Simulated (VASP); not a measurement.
Wanted: the native input for a VASP 6.6.1 run.

```
Task                   : single point
Functional             : PBE
Potentials or basis    : VASP PAW PBE potentials, release 64 (Al, Fe)
Cutoff                 : 600 eV
k mesh                 : 11 × 11 × 11
Occupations            : fermi-dirac, width 0.1 eV
Spin                   : collinear spin, ferromagnetic start
Starting moments       : [0.0, 0.8] μB
Dipole correction      : no
Further INCAR settings : ALGO = Normal; EDIFF = 1e-06; NBANDS = 16
```

The structure of AlFe lies in POSCAR:

```
AlFe
1.0
    2.9100000000      0.0000000000      0.0000000000
    0.0000000000      2.9100000000      0.0000000000
    0.0000000000      0.0000000000      2.9100000000
Al Fe
1 1
Direct
    0.0000000000      0.0000000000      0.0000000000
    0.5000000000      0.5000000000      0.5000000000
```

The input as run:

INCAR

```
SYSTEM = AlFe
  ALGO = Normal
  EDIFF = 1E-6
  ENCUT = 600
  GGA = PE
  GGA_COMPAT = .False.
  ISIF = 2
  ISMEAR = -1
  ISPIN = 2
  LASPH = .True.
  LCHARG = .False.
  LMAXMIX = 4
  LORBIT = 11
  LREAL = .False.
  LWAVE = .False.
  MAGMOM = 0 0.8
  NBANDS = 16
  NELM = 200
  PREC = Accurate
  SIGMA = 0.1
```

KPOINTS

```
k-points
0
Gamma
  11 11 11
  0 0 0
```

Potentials or basis: VASP PAW PBE potentials, release 64 (Al, Fe).

Launch:

```sh
$ cat potpaw_PBE.64/Al/POTCAR potpaw_PBE.64/Fe/POTCAR > POTCAR
$ mpirun -np 1 vasp_std > vasp.out
```

It gave:

```json
{
  "Pressure": "-5.7 GPa",
  "Net moment": "0.71 μB per cell",
  "Site moments": "Al -0.03; Fe +0.75 μB",
  "Valence electrons inside the program's atomic spheres": "Al 0.81; Fe 7.34"
}
```

Wall time 26 s on 1 thread of Intel(R) Xeon(R) Platinum 8488C (Sapphire Rapids) (shared host), peak memory 0.17 GiB.
